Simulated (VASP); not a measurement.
# Si16Au (a cell with a defect) in VASP: a series of runs

Si16Au (a cell with a defect) is run at these levels: LDA; tasks: single point.

All numbers are computed with VASP 6.6.1; they aren't measurements. Logs are shortened: lines on timing, memory, paths and dates and some standing lists are left out, and cuts for length are marked.

### Step 1. The cell of the first run

The cell holds a defect, 17 atoms: a = 7.640 Å, b = 7.640 Å, c = 7.640 Å, α = 60.00°, β = 60.00°, γ = 60.00°.

### Step 2. Single point, LDA

INCAR

```
SYSTEM = Si16Au
  PREC = Accurate
  ENCUT = 520
  EDIFF = 1E-6
  ISMEAR = 0
  SIGMA = 0.02
  LREAL = Auto
  LASPH = .TRUE.
  NELM = 80
  ALGO = Normal
  ISIF = 2
  LWAVE = .FALSE.
  LCHARG = .FALSE.
  NBANDS = 52
  NELECT = 74.0
```

KPOINTS

```
regular mesh
0
G
  3 3 3
  0 0 0
```

POSCAR

```
Si16Au
1.0
    0.0000000000      5.4019422730     -5.4019422730
    5.4019422730      5.4019422730      0.0000000000
    5.4019422730      0.0000000000     -5.4019422730
Si Au
16 1
Direct
    0.1461288292      0.1325846268      0.1325488989
    0.1424981907      0.6153444135      0.1152994550
    0.5738523930      0.1490716597      0.1368773420
    0.6453780555      0.6339014427      0.0898895204
    0.1103710425      0.1075259547      0.6719877438
    0.1381250414      0.6188749030      0.6118539098
    0.6296965662      0.1219016174      0.6223269946
    0.6331962333      0.6202967989      0.6109566399
    0.2764918477      0.7466855061      0.2407450754
    0.2081716063      0.2585240511      0.3036600388
    0.7340031233      0.7593826984      0.2413366219
    0.7275316546      0.2715264114      0.2547468911
    0.2616978169      0.7355438654      0.7428190264
    0.2590003612      0.2481792534      0.7587685675
    0.7659047970      0.7505045954      0.7201195984
    0.7320755758      0.2499575026      0.7624470592
   -0.0475961214     -0.0194314368      0.1091315809
```

Potentials or basis: VASP PAW LDA potentials, release 64 (Si, Au).

The run is started by

```sh
cat potpaw_LDA.64/Si/POTCAR potpaw_LDA.64/Au/POTCAR > POTCAR
mpirun -np 1 vasp_std > vasp.out
```

OUTCAR:

```text
SYSTEM = Si16Au
   PREC = Accurate
   ENCUT = 520
   EDIFF = 1E-6
   ISMEAR = 0
   LREAL = Auto
   LASPH = .TRUE.
   NELM = 80
   ISIF = 2
   NELECT = 74.0

 ion  position               nearest neighbor table
   1  0.146  0.133  0.133-  10 2.28  14 2.34  17 2.40   9 2.41  12 2.61
   2  0.142  0.615  0.115-  10 2.28  13 2.32  17 2.40   9 2.44  11 2.55
   3  0.574  0.149  0.137-  10 2.30  16 2.35  11 2.44  17 2.45  12 2.46
   4  0.645  0.634  0.090-  12 2.28  11 2.29  15 2.31   9 2.31
   5  0.110  0.108  0.672-  10 2.31  13 2.35  14 2.36  16 2.37  17 2.73
   6  0.138  0.619  0.612-  13 2.32  14 2.32   9 2.32  15 2.32
   7  0.630  0.122  0.622-  12 2.30  14 2.31  16 2.32  15 2.32
   8  0.633  0.620  0.611-  11 2.31  13 2.32  16 2.32  15 2.32
   9  0.276  0.747  0.241-   4 2.31   6 2.32   1 2.41   2 2.44  17 2.57
  10  0.208  0.259  0.304-   2 2.28   1 2.28   3 2.30   5 2.31
  11  0.734  0.759  0.241-   4 2.29   8 2.31   3 2.44  17 2.47   2 2.55
  12  0.728  0.272  0.255-   4 2.28   7 2.30  17 2.42   3 2.46   1 2.61
  13  0.262  0.736  0.743-   6 2.32   8 2.32   2 2.32   5 2.35  17 3.33
  14  0.259  0.248  0.759-   7 2.31   6 2.32   1 2.34   5 2.36  17 3.14
  15  0.766  0.751  0.720-   4 2.31   8 2.32   7 2.32   6 2.32
  16  0.732  0.250  0.762-   7 2.32   8 2.32   3 2.35   5 2.37  17 3.10
  17  0.952  0.981  0.109-   1 2.40   2 2.40  12 2.42   3 2.45  11 2.47   9 2.57   5 2.73  16 3.10
                            14 3.14  13 3.33

  LATTYP: Found a face centered cubic cell.
 ALAT       =    10.8038845460

  Lattice vectors:

 A1 = (   0.0000000000,   5.4019422730,  -5.4019422730)
 A2 = (   5.4019422730,   5.4019422730,   0.0000000000)
 A3 = (   5.4019422730,   0.0000000000,  -5.4019422730)

Analysis of symmetry for initial positions (statically):
=====================================================================
 Subroutine PRICEL returns:
 Original cell was already a primitive cell.

 Routine SETGRP: Setting up the symmetry group for a
 face centered cubic supercell.

 Subroutine GETGRP returns: Found  1 space group operations
 (whereof  1 operations were pure point group operations)
 out of a pool of 48 trial point group operations.

The static configuration has the point symmetry C_1 .

Analysis of symmetry for dynamics (positions and initial velocities):
=====================================================================
 Subroutine PRICEL returns:
 Original cell was already a primitive cell.

 Routine SETGRP: Setting up the symmetry group for a
 face centered cubic supercell.

 Subroutine GETGRP returns: Found  1 space group operations
 (whereof  1 operations were pure point group operations)
 out of a pool of 48 trial point group operations.

The dynamic configuration has the point symmetry C_1 .

 Subroutine INISYM returns: Found  1 space group operations
 (whereof  1 operations are pure point group operations),
 and found     1 'primitive' translations

----------------------------------------------------------------------------------------

                                     Primitive cell

  volume of cell :     315.2679

  direct lattice vectors                    reciprocal lattice vectors
     0.000000000  5.401942273 -5.401942273    -0.092559301  0.092559301 -0.092559301
     5.401942273  5.401942273  0.000000000     0.092559301  0.092559301  0.092559301
     5.401942273  0.000000000 -5.401942273     0.092559301 -0.092559301 -0.092559301

  length of vectors
     7.639500026  7.639500026  7.639500026     0.160317412  0.160317412  0.160317412

  position of ions in fractional coordinates (direct lattice)
     0.146128829  0.132584627  0.132548899
     0.142498191  0.615344413  0.115299455
     0.573852393  0.149071660  0.136877342
     0.645378055  0.633901443  0.089889520
     0.110371042  0.107525955  0.671987744
     0.138125041  0.618874903  0.611853910
[... 9 lines left out ...]
     0.732075576  0.249957503  0.762447059
     0.952403879  0.980568563  0.109131581

  ion indices of the primitive-cell ions
   primitive index   ion index
                 1           1
                 2           2
                 3           3
                 4           4
                 5           5
                 6           6
[... 9 lines left out ...]
                16          16
                17          17

----------------------------------------------------------------------------------------

 KPOINTS: regular mesh

Automatic generation of k-mesh.
 Grid dimensions read from file:
 generate k-points for:    3    3    3

 Generating k-lattice:

  Cartesian coordinates                     Fractional coordinates (reciprocal lattice)
    -0.030853100  0.030853100 -0.030853100     0.333333333  0.000000000  0.000000000
     0.030853100  0.030853100  0.030853100     0.000000000  0.333333333  0.000000000
     0.030853100 -0.030853100 -0.030853100     0.000000000  0.000000000  0.333333333

  Length of vectors
     0.053439137  0.053439137  0.053439137

  Shift w.r.t. Gamma in fractional coordinates (k-lattice)
     0.000000000  0.000000000  0.000000000

 Subroutine IBZKPT returns following result:
 ===========================================

 Found     14 irreducible k-points:

 Following reciprocal coordinates:
            Coordinates               Weight
  0.000000  0.000000  0.000000      1.000000
  0.333333  0.000000  0.000000      2.000000
  0.000000  0.333333  0.000000      2.000000
  0.000000  0.000000  0.333333      2.000000
  0.333333  0.333333  0.333333      2.000000
  0.333333  0.333333  0.000000      2.000000
  0.000000  0.333333  0.333333      2.000000
  0.333333  0.000000  0.333333      2.000000
 -0.333333  0.333333  0.000000      2.000000
  0.000000 -0.333333  0.333333      2.000000
  0.333333  0.000000 -0.333333      2.000000
  0.333333  0.333333 -0.333333      2.000000
 -0.333333  0.333333 -0.333333      2.000000
  0.333333 -0.333333 -0.333333      2.000000
   k-points           NKPTS =     14   k-points in BZ     NKDIM =     14   number of bands    NBANDS=     52
   number of dos      NEDOS =    301   number of ions     NIONS =     17
   total plane-waves  NPLWV = 216000
   dimension x,y,z NGX =    60 NGY =   60 NGZ =   60
   dimension x,y,z NGXF=   120 NGYF=  120 NGZF=  120
   ions per type =              16   1
   NGX,Y,Z   is equivalent  to a cutoff of  13.06, 13.06, 13.06 a.u.
   NGXF,Y,Z  is equivalent  to a cutoff of  26.11, 26.11, 26.11 a.u.
 SYSTEM =  Si16Au
   PREC   = accura    normal or accurate (medium, high low for compatibility)
   ISTART =      0    job   : 0-new  1-cont  2-samecut
   ICHARG =      2    charge: 1-file 2-atom 10-const
   ISPIN  =      1    spin polarized calculation?
   LNONCOLLINEAR =      F non collinear calculations
   LSORBIT =      F    spin-orbit coupling
   LASPH  =      T    aspherical Exc in radial PAW
   ENCUT  =  520.0 eV  38.22 Ry    6.18 a.u.  14.20 14.20 14.20*2*pi/ulx,y,z
   NELM   =     80;   NELMIN=  2; NELMDL= -5     # of ELM steps
   EDIFF  = 0.1E-05   stopping-criterion for ELM
   LREAL  =      T    real-space projection
   EDIFFG = 0.1E-04   stopping-criterion for IOM
   NSW    =      0    number of steps for IOM
   IBRION =     -1    ionic relax: 0-MD 1-quasi-New 2-CG
   NFREE  =      0    steps in history (QN), initial steepest desc. (CG)
   ISIF   =      2    stress and relaxation
   ISYM   =      2    0-nonsym 1-usesym 2-fastsym
   POTIM  = 0.5000    time-step for ionic-motion
   TEBEG  =    0.0;   TEEND  =   0.0 temperature during run
   PSTRESS=    0.0 pullay stress
   NELECT =      74.0000    total number of electrons
   NUPDOWN=      -1.0000    fix difference up-down
   EMIN   =  10.00;   EMAX   =-10.00  energy-range for DOS
   EFERMI =   0.00;   METHOD = LEGACY
   ISMEAR =     0;   SIGMA  =   0.02  broadening in eV -4-tet -1-fermi 0-gaus
   EFERMI_NEDOS =   21; number of points for ismear=-14 and -15
   IALGO  =     38    algorithm
   IMIX   =      4    mixing-type and parameters
     AMIX     =   0.40;   BMIX     =  1.00
     AMIX_MAG =   1.60;   BMIX_MAG =  1.00
  volume/ion in A,a.u.               =      18.55       125.15
  Fermi-wavevector in a.u.,A,eV,Ry     =   1.009854  1.908348 13.875304  1.019806
  Thomas-Fermi vector in A             =   2.142808
   LORBIT       =      0    0 simple, 1 ext, 2 COOP (PROOUT), +10 PAW based schemes
   GGA     = CA    functional components
   LHFCALC =     F    Hartree Fock is set to
   AEXX    =    0.0000 exact exchange contribution
   IVDW    =     0    specifies the selected vdW correction
   LEPSILON=     F    determine dielectric tensor
   LRPA    =     F    only Hartree local field effects (RPA)
 non-spin polarized calculation
 Gauss-broadening in eV      SIGMA  =   0.02
  energy-cutoff  :      520.00
  volume of cell :      315.27
 maximum number of plane-waves:      8492
 NGX is ok and might be reduce to    60
   NGX = 29   NGY = 29   NGZ = 29

 number of electron      74.0000000 magnetization

 Free energy of the ion-electron system (eV)
  ---------------------------------------------------
  ext. energy  EPLUGINS =         0.00000000
  ---------------------------------------------------
  free energy    TOTEN  =      -104.38795230 eV

  energy without entropy =     -104.38795230  energy(sigma->0) =     -104.38795230

 E-fermi :   6.7650     XC(G=0):  -9.9989

 val. band max:        6.6455083988   @ k =   0.0000   0.0000   0.0000
 cond. band min:       6.9619897567   @ k =   0.3333   0.0000   0.0000
 fundamental gap:      0.3164813579
 Fermi energy:         6.7650406700

 k-point     1 :       0.0000    0.0000    0.0000
  band No.  band energies     occupation
      1      -5.7980      2.00000
      2      -3.4395      2.00000
      3      -3.2757      2.00000
      4      -3.1988      2.00000
      5      -3.1505      2.00000
      6      -2.2435      2.00000
[... 41 lines left out ...]
     48       8.8911      0.00000
     49       9.1220      0.00000
[... 674 lines left out ...]
     48      10.0792      0.00000
     49      10.1390      0.00000
 [bands above 49 left out]

------------------------ aborting loop because EDIFF is reached ----------------------------------------

  FORCE on cell =-STRESS in cart. coord.  units (eV):
  Direction    XX          YY          ZZ          XY          YZ          ZX
  --------------------------------------------------------------------------------------
  -------------------------------------------------------------------------------------
  Total       -1.5759695     -1.9800054     -2.7315293      0.6485700     -0.8903281      0.6419076
  in kB       -8.0090050    -10.0622975    -13.8815074      3.2960031     -4.5246071      3.2621453
  external PRESSURE =     -10.6509366 kB  Pullay stress =       0.0000000 kB

 VOLUME and BASIS-vectors are now :
 -----------------------------------------------------------------------------
  energy-cutoff  :      520.00
  volume of cell :      315.27
      direct lattice vectors                 reciprocal lattice vectors
     0.000000000  5.401942273 -5.401942273    -0.092559301  0.092559301 -0.092559301
     5.401942273  5.401942273  0.000000000     0.092559301  0.092559301  0.092559301
     5.401942273  0.000000000 -5.401942273     0.092559301 -0.092559301 -0.092559301

 POSITION                                       TOTAL-FORCE (eV/Angst)
 -----------------------------------------------------------------------------------
      1.43224      1.50559     -1.50540        -0.009245      0.026374      0.046385
      3.94690      4.09382     -1.39261        -0.086352     -0.020482     -0.080608
      1.54468      3.90519     -3.83932         0.011951     -0.008028      0.023178
      3.90988      6.91059     -3.97187        -0.044398      0.058201      0.043724
      4.21089      1.17707     -4.22626         0.062862     -0.012958     -0.022279
      6.64833      4.08927     -4.05134         0.013907      0.039444      0.023032
[... 9 lines left out ...]
      5.46895      5.30489     -8.07332         0.024511      0.019113     -0.007961
      5.88650     10.44181     -5.73435         0.045552     -0.168068     -0.134931
 -----------------------------------------------------------------------------------
    total drift:                               -0.002698      0.001804     -0.000545

  FREE ENERGIE OF THE ION-ELECTRON SYSTEM (eV)
  ---------------------------------------------------
  free  energy   TOTEN  =      -104.3879523037 eV

  energy  without entropy=     -104.3879523037  energy(sigma->0) =     -104.38795230
```

Run time: 4.2 min. Hardware: 1 thread of Intel Xeon 6975P-C (Granite Rapids), shared host; peak memory 0.42 GiB.

What came out:

```yaml
Free_energy: -104.3880 eV
Largest_force: 0.220 eV/Å
```

Forces on the atoms (eV/Å):
```
Si  -0.009  0.026  0.046
Si  -0.086 -0.020 -0.081
Si   0.012 -0.008  0.023
Si  -0.044  0.058  0.044
Si   0.063 -0.013 -0.022
Si   0.014  0.039  0.023
Si   0.012  0.050  0.011
Si   0.019  0.006  0.008
Si  -0.048  0.010 -0.030
Si  -0.016 -0.080 -0.033
Si   0.002 -0.057  0.040
Si   0.012  0.031  0.037
Si   0.012  0.010  0.002
Si   0.000  0.046  0.030
Si  -0.011  0.051  0.044
Si   0.025  0.019 -0.008
Au   0.046 -0.168 -0.135
```

Levels at points of the mesh, in eV from the Fermi level:
```tsv
k point	band 35	band 36	band 37	band 38	band 39	band 40
(0.00, 0.00, 0.00)	-0.85	-0.28	-0.12	0.21	0.35	0.42
```

Caveat: the cell carries a net charge on a neutralising background, which shifts energy and pressure; the cell is charged against a uniform background, so pressure and absolute levels hang on convention; spin-orbit coupling is left out, which moves the levels of the heavy elements.

(Part 1 of 2 ends here.)
